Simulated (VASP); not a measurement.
# LiF (Fm-3m) in VASP: settings compared

Aim: see how the results for LiF move with the level of theory and the settings. Levels: PBEsol, r2SCAN. Tasks: single point.

Everything below comes from runs of VASP 6.6.1. Logs are shortened: lines on timing, memory, paths and dates and some standing lists are left out, and cuts for length are marked.

**1. The cell of the first run**

Symmetry: Fm-3m, No. 225, cubic system. Conventional cell: a = 3.990 Å, b = 3.990 Å, c = 3.990 Å, α = 90.00°, β = 90.00°, γ = 90.00°. Within 2.6 Å of Li (site symmetry m-3m) lie 6 F at 1.99 Å. Within 2.6 Å of F (site symmetry m-3m) lie 6 Li at 1.99 Å.

**2. Single point, PBEsol**

Input file INCAR:

```
PREC = Accurate
ENCUT = 520
EDIFF = 1E-6
ISMEAR = 0
SIGMA = 0.001
LREAL = False
LASPH = True
NELM = 80
ALGO = Normal
ISIF = 2
LWAVE = False
LCHARG = False
GGA = PS
NBANDS = 12
```

Input file KPOINTS:

```
regular mesh
0
Gamma
  8 8 8
```

Input file POSCAR:

```
LiF
1.0
    0.0000000000      1.9948717434      1.9948717434
    1.9948717434      0.0000000000      1.9948717434
    1.9948717434      1.9948717434      0.0000000000
Li F
1 1
Direct
    0.0000000000      0.0000000000      0.0000000000
    0.5000000000      0.5000000000      0.5000000000
```

Potentials or basis: VASP PAW PBE potentials, release 64 (Li_sv, F).

Launch:

```sh
$ cat potpaw_PBE.64/Li_sv/POTCAR potpaw_PBE.64/F/POTCAR > POTCAR
$ mpirun -np 1 vasp_std > vasp.out
```

OUTCAR:

```text
PREC = Accurate
   ENCUT = 520
   EDIFF = 1E-6
   ISMEAR = 0
   LREAL = False
   LASPH = True
   NELM = 80
   ISIF = 2
   GGA = PS

 ion  position               nearest neighbor table
   1  0.000  0.000  0.000-   2 1.99   2 1.99   2 1.99   2 1.99   2 1.99   2 1.99
   2  0.500  0.500  0.500-   1 1.99   1 1.99   1 1.99   1 1.99   1 1.99   1 1.99

  LATTYP: Found a face centered cubic cell.
 ALAT       =     3.9897434868

  Lattice vectors:

 A1 = (   0.0000000000,   1.9948717434,   1.9948717434)
 A2 = (   1.9948717434,   0.0000000000,   1.9948717434)
 A3 = (   1.9948717434,   1.9948717434,   0.0000000000)

Analysis of symmetry for initial positions (statically):
=====================================================================
 Subroutine PRICEL returns:
 Original cell was already a primitive cell.

 Routine SETGRP: Setting up the symmetry group for a
 face centered cubic supercell.

 Subroutine GETGRP returns: Found 48 space group operations
 (whereof 48 operations were pure point group operations)
 out of a pool of 48 trial point group operations.

The static configuration has the point symmetry O_h .

Analysis of symmetry for dynamics (positions and initial velocities):
=====================================================================
 Subroutine PRICEL returns:
 Original cell was already a primitive cell.

 Routine SETGRP: Setting up the symmetry group for a
 face centered cubic supercell.

 Subroutine GETGRP returns: Found 48 space group operations
 (whereof 48 operations were pure point group operations)
 out of a pool of 48 trial point group operations.

The dynamic configuration has the point symmetry O_h .

 Subroutine INISYM returns: Found 48 space group operations
 (whereof 48 operations are pure point group operations),
 and found     1 'primitive' translations

----------------------------------------------------------------------------------------

                                     Primitive cell

  volume of cell :      15.8772

  direct lattice vectors                    reciprocal lattice vectors
     0.000000000  1.994871743  1.994871743    -0.250642680  0.250642680  0.250642680
     1.994871743  0.000000000  1.994871743     0.250642680 -0.250642680  0.250642680
     1.994871743  1.994871743  0.000000000     0.250642680  0.250642680 -0.250642680

  length of vectors
     2.821174675  2.821174675  2.821174675     0.434125856  0.434125856  0.434125856

  position of ions in fractional coordinates (direct lattice)
     0.000000000  0.000000000  0.000000000
     0.500000000  0.500000000  0.500000000

  ion indices of the primitive-cell ions
   primitive index   ion index
                 1           1
                 2           2

----------------------------------------------------------------------------------------

 KPOINTS: regular mesh

Automatic generation of k-mesh.
 Grid dimensions read from file:
 generate k-points for:    8    8    8

 Generating k-lattice:

  Cartesian coordinates                     Fractional coordinates (reciprocal lattice)
    -0.031330335  0.031330335  0.031330335     0.125000000  0.000000000  0.000000000
     0.031330335 -0.031330335  0.031330335     0.000000000  0.125000000  0.000000000
     0.031330335  0.031330335 -0.031330335     0.000000000  0.000000000  0.125000000

  Length of vectors
     0.054265732  0.054265732  0.054265732

  Shift w.r.t. Gamma in fractional coordinates (k-lattice)
     0.000000000  0.000000000  0.000000000

 Subroutine IBZKPT returns following result:
 ===========================================

 Found     29 irreducible k-points:

 Following reciprocal coordinates:
            Coordinates               Weight
  0.000000  0.000000  0.000000      1.000000
  0.125000  0.000000  0.000000      8.000000
  0.250000  0.000000  0.000000      8.000000
  0.375000  0.000000  0.000000      8.000000
  0.500000  0.000000  0.000000      4.000000
  0.125000  0.125000  0.000000      6.000000
[... 16 lines left out ...]
  0.500000  0.250000  0.125000     48.000000
 -0.375000  0.250000  0.125000     24.000000
 [... further k-points ...]
   k-points           NKPTS =     29   k-points in BZ     NKDIM =     29   number of bands    NBANDS=     12
   number of dos      NEDOS =    301   number of ions     NIONS =      2
   total plane-waves  NPLWV =  13824
   dimension x,y,z NGX =    24 NGY =   24 NGZ =   24
   dimension x,y,z NGXF=    48 NGYF=   48 NGZF=   48
   ions per type =               1   1
   NGX,Y,Z   is equivalent  to a cutoff of  14.14, 14.14, 14.14 a.u.
   NGXF,Y,Z  is equivalent  to a cutoff of  28.29, 28.29, 28.29 a.u.
 SYSTEM =  unknown system
   PREC   = accura    normal or accurate (medium, high low for compatibility)
   ISTART =      0    job   : 0-new  1-cont  2-samecut
   ICHARG =      2    charge: 1-file 2-atom 10-const
   ISPIN  =      1    spin polarized calculation?
   LNONCOLLINEAR =      F non collinear calculations
   LSORBIT =      F    spin-orbit coupling
   LASPH  =      T    aspherical Exc in radial PAW
   ENCUT  =  520.0 eV  38.22 Ry    6.18 a.u.   5.25  5.25  5.25*2*pi/ulx,y,z
   NELM   =     80;   NELMIN=  2; NELMDL= -5     # of ELM steps
   EDIFF  = 0.1E-05   stopping-criterion for ELM
   LREAL  =      F    real-space projection
   EDIFFG = 0.1E-04   stopping-criterion for IOM
   NSW    =      0    number of steps for IOM
   IBRION =     -1    ionic relax: 0-MD 1-quasi-New 2-CG
   NFREE  =      0    steps in history (QN), initial steepest desc. (CG)
   ISIF   =      2    stress and relaxation
   ISYM   =      2    0-nonsym 1-usesym 2-fastsym
   POTIM  = 0.5000    time-step for ionic-motion
   TEBEG  =    0.0;   TEEND  =   0.0 temperature during run
   PSTRESS=    0.0 pullay stress
   NELECT =      10.0000    total number of electrons
   NUPDOWN=      -1.0000    fix difference up-down
   EMIN   =  10.00;   EMAX   =-10.00  energy-range for DOS
   EFERMI =   0.00;   METHOD = LEGACY
   ISMEAR =     0;   SIGMA  =   0.00  broadening in eV -4-tet -1-fermi 0-gaus
   EFERMI_NEDOS =   21; number of points for ismear=-14 and -15
   IALGO  =     38    algorithm
   IMIX   =      4    mixing-type and parameters
     AMIX     =   0.40;   BMIX     =  1.00
     AMIX_MAG =   1.60;   BMIX_MAG =  1.00
  volume/ion in A,a.u.               =       7.94        53.57
  Fermi-wavevector in a.u.,A,eV,Ry     =   1.403298  2.651848 26.793202  1.969245
  Thomas-Fermi vector in A             =   2.525974
   LORBIT       =      0    0 simple, 1 ext, 2 COOP (PROOUT), +10 PAW based schemes
   GGA     = PS    functional components
   LHFCALC =     F    Hartree Fock is set to
   AEXX    =    0.0000 exact exchange contribution
   IVDW    =     0    specifies the selected vdW correction
   LEPSILON=     F    determine dielectric tensor
   LRPA    =     F    only Hartree local field effects (RPA)
 non-spin polarized calculation
 Gauss-broadening in eV      SIGMA  =   0.00
  energy-cutoff  :      520.00
  volume of cell :       15.88
 maximum number of plane-waves:       444
 NGX is ok and might be reduce to    24
   NGX = 11   NGY = 11   NGZ = 11

 number of electron      10.0000000 magnetization

 number of electron       9.9999997 magnetization

 Free energy of the ion-electron system (eV)
  ---------------------------------------------------
  ext. energy  EPLUGINS =         0.00000000
  ---------------------------------------------------
  free energy    TOTEN  =        -9.85105835 eV

  energy without entropy =       -9.85105835  energy(sigma->0) =       -9.85105835

 E-fermi :  -0.7191     XC(G=0): -10.3469

 val. band max:       -0.9328128326   @ k =   0.0000   0.0000   0.0000
 cond. band min:       8.2442786683   @ k =   0.0000   0.0000   0.0000
 fundamental gap:      9.1770915009
 Fermi energy:        -0.7191035561

 k-point     1 :       0.0000    0.0000    0.0000
  band No.  band energies     occupation
      1     -41.0810      2.00000
      2     -20.8763      2.00000
      3      -0.9328      2.00000
      4      -0.9328      2.00000
      5      -0.9328      2.00000
      6       8.2443      0.00000
      7      23.2625      0.00000
      8      23.2625      0.00000
      9      23.2625      0.00000
     10      23.4563      0.00000
     11      23.4563      0.00000
     12      23.4563      0.00000

 k-point     2 :       0.1250    0.0000    0.0000
  band No.  band energies     occupation
      1     -41.0705      2.00000
      2     -20.8134      2.00000
      3      -1.3898      2.00000
      4      -0.9702      2.00000
      5      -0.9702      2.00000
      6       8.6802      0.00000
      7      19.7021      0.00000
      8      21.5444      0.00000
      9      21.5445      0.00000
     10      24.8448      0.00000
     11      24.8697      0.00000
     12      24.8697      0.00000

 k-point     3 :       0.2500    0.0000    0.0000
  band No.  band energies     occupation
      1     -41.0450      2.00000
      2     -20.6549      2.00000
      3      -2.3708      2.00000
      4      -1.0576      2.00000
      5      -1.0576      2.00000
      6       9.4694      0.00000
      7      17.0523      0.00000
      8      19.7237      0.00000
      9      19.7237      0.00000
     10      26.2881      0.00000
     11      26.7513      0.00000
     12      26.7513      0.00000

 k-point     4 :       0.3750    0.0000    0.0000
  band No.  band energies     occupation
      1     -41.0194      2.00000
      2     -20.4869      2.00000
      3      -3.2411      2.00000
      4      -1.1411      2.00000
      5      -1.1411      2.00000
      6       9.8024      0.00000
      7      16.0565      0.00000
      8      18.4695      0.00000
      9      18.4695      0.00000
     10      28.2665      0.00000
     11      29.0445      0.00000
     12      29.0445      0.00000

 k-point     5 :       0.5000    0.0000    0.0000
  band No.  band energies     occupation
      1     -41.0089      2.00000
      2     -20.4149      2.00000
      3      -3.5799      2.00000
      4      -1.1747      2.00000
      5      -1.1747      2.00000
      6       9.7856      0.00000
      7      15.9600      0.00000
      8      18.0299      0.00000
      9      18.0300      0.00000
     10      29.7738      0.00000
     11      30.3816      0.00000
     12      30.3817      0.00000
[... 228 lines left out ...]
      1     -40.9909      2.00000
      2     -20.1201      2.00000
      3      -4.1225      2.00000
      4      -1.9893      2.00000
      5      -1.9893      2.00000
      6      13.9638      0.00000
      7      15.3894      0.00000
      8      16.7451      0.00000
      9      19.4819      0.00000
     10      19.4819      0.00000
     11      32.9682      0.00000
     12      37.7636      0.00000

 k-point    22 :       0.3750    0.2500    0.1250
  band No.  band energies     occupation
      1     -41.0271      2.00000
      2     -20.5080      2.00000
      3      -2.6466      2.00000
      4      -1.7390      2.00000
      5      -1.2414      2.00000
      6      10.6368      0.00000
      7      16.1033      0.00000
      8      18.8521      0.00000
      9      19.3572      0.00000
     10      22.8944      0.00000
     11      30.4271      0.00000
     12      30.5456      0.00000

 k-point    23 :       0.5000    0.2500    0.1250
  band No.  band energies     occupation
      1     -41.0072      2.00000
      2     -20.3521      2.00000
      3      -3.1672      2.00000
      4      -2.1166      2.00000
      5      -1.3701      2.00000
      6      11.3948      0.00000
      7      15.0476      0.00000
      8      18.2679      0.00000
      9      18.7445      0.00000
     10      24.9338      0.00000
     11      29.6762      0.00000
     12      32.3688      0.00000

 k-point    24 :      -0.3750    0.2500    0.1250
  band No.  band energies     occupation
      1     -40.9991      2.00000
      2     -20.2851      2.00000
      3      -3.3899      2.00000
      4      -2.2395      2.00000
      5      -1.4416      2.00000
      6      11.5768      0.00000
      7      14.8649      0.00000
      8      18.1283      0.00000
      9      18.4387      0.00000
     10      26.8847      0.00000
     11      28.0083      0.00000
     12      33.6515      0.00000

 [... further k-points ...]

------------------------ aborting loop because EDIFF is reached ----------------------------------------

  FORCE on cell =-STRESS in cart. coord.  units (eV):
  Direction    XX          YY          ZZ          XY          YZ          ZX
  --------------------------------------------------------------------------------------
  -------------------------------------------------------------------------------------
  Total        0.0789676      0.0789676      0.0789676      0.0000000      0.0000000      0.0000000
  in kB        7.9686476      7.9686476      7.9686476      0.0000000      0.0000000      0.0000000
  external PRESSURE =       7.9686476 kB  Pullay stress =       0.0000000 kB

 VOLUME and BASIS-vectors are now :
 -----------------------------------------------------------------------------
  energy-cutoff  :      520.00
  volume of cell :       15.88
      direct lattice vectors                 reciprocal lattice vectors
     0.000000000  1.994871743  1.994871743    -0.250642680  0.250642680  0.250642680
     1.994871743  0.000000000  1.994871743     0.250642680 -0.250642680  0.250642680
     1.994871743  1.994871743  0.000000000     0.250642680  0.250642680 -0.250642680

 POSITION                                       TOTAL-FORCE (eV/Angst)
 -----------------------------------------------------------------------------------
      0.00000      0.00000      0.00000         0.000000     -0.000000      0.000000
      1.99487      1.99487      1.99487        -0.000000      0.000000      0.000000
 -----------------------------------------------------------------------------------
    total drift:                               -0.000000     -0.000000      0.000000

  FREE ENERGIE OF THE ION-ELECTRON SYSTEM (eV)
  ---------------------------------------------------
  free  energy   TOTEN  =        -9.8510583476 eV

  energy  without entropy=       -9.8510583476  energy(sigma->0) =       -9.85105835
```

Run time: 7.1 s. Hardware: 1 thread of Intel Xeon 8259CL, shared host; peak memory 0.13 GiB.

What came out:

* Free energy: -9.8511 eV
* Band gap on the k mesh: 9.18 eV, direct

Caveat: the cutoff is under 1.25 times the usual one of these potentials, so pressure, stress and relaxed cells hold a basis-set (Pulay) error; the PAW data sets were made with another functional, which shifts forces and pressure a little. A k mesh can miss the band edges.

**3. Single point, r2SCAN**

POSCAR is that of step 2.

Input file INCAR.step1:

```
PREC = Accurate
ENCUT = 520
ISMEAR = 0
SIGMA = 0.01
LREAL = F
LASPH = T
NELM = 60
NBANDS = 12
GGA = PE
ALGO = Normal
EDIFF = 1E-4
LWAVE = T
LCHARG = F
```

Input file INCAR.step2:

```
PREC = Accurate
ENCUT = 520
EDIFF = 1E-6
ISMEAR = 0
SIGMA = 0.01
LREAL = F
LASPH = T
NELM = 60
ALGO = Normal
ISIF = 2
LWAVE = F
LCHARG = F
METAGGA = R2SCAN
LMIXTAU = T
NBANDS = 12
ISTART = 1
```

Input file KPOINTS:

```
Automatic mesh
0
Gamma
  8 8 8
```

Potentials or basis: VASP PAW PBE potentials, release 64 (Li_sv, F).

Launch:

```sh
$ cat potpaw_PBE.64/Li_sv/POTCAR potpaw_PBE.64/F/POTCAR > POTCAR
$ cp INCAR.step1 INCAR
$ mpirun -np 1 vasp_std > vasp.out
$ cp INCAR.step2 INCAR
$ mpirun -np 1 vasp_std > vasp.out
```

It took 28 s on 1 thread of Intel Xeon 8259CL, shared host; peak memory 0.13 GiB.

Results (log left out):

```
Free energy            : -11.9030 eV
Band gap on the k mesh : 10.55 eV, direct
```

Levels at points of the mesh, in eV from the valence-band top:
| k point | band 3 | band 4 | band 5 | band 6 | band 7 | band 8 |
| --- | --- | --- | --- | --- | --- | --- |
| (0.00, 0.00, 0.00) | 0.00 | 0.00 | 0.00 | 10.55 | 25.77 | 25.77 |
| (0.50, 0.00, 0.00) | -2.58 | -0.25 | -0.25 | 11.99 | 18.50 | 20.68 |
| (0.50, 0.50, 0.00) | -3.13 | -1.05 | -1.05 | 16.35 | 17.59 | 19.49 |

Caveat: the cutoff is under 1.25 times the usual one of these potentials, so pressure, stress and relaxed cells hold a basis-set (Pulay) error; the PAW data sets were made with another functional, which shifts forces and pressure a little. r2SCAN opens gaps a little over a GGA but as a rule still falls short of measured ones.
